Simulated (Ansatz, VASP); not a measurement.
**Hg in VASP and in Ansatz**

```
Hg
1.0
     4.54000    0.00000    0.00000
    -2.27000    3.93176    0.00000
     0.00000    0.00000    3.87000
Hg
3
Direct
  0.33333 0.66667 0.50000
  0.00000 0.00000 0.00000
  0.66667 0.33333 0.50000
```

Alike in both runs: task single point; functional PBE; k mesh 12 × 12 × 10; occupations gaussian, width 0.05 eV; no spin polarisation.

```csv
,VASP,Ansatz
version,VASP 6.6.1,Ansatz 0.2.0
potentials or method,"VASP PAW PBE potentials, release 64 (Hg), cutoff 520 eV","scalar-relativistic, plane waves, PAW"
valence electrons in the cell,36,60
```

```csv
,VASP,Ansatz,Ansatz less VASP
pressure (GPa),14.1,13.3,-0.78
"traceless stress, the component that is largest in VASP (GPa)",-9.77,-9.21,+0.565
```

VASP's potentials hold 36 valence electrons a cell and Ansatz's 60, so a difference there can come from the potentials and not from the codes.

Spin-orbit coupling is off throughout.
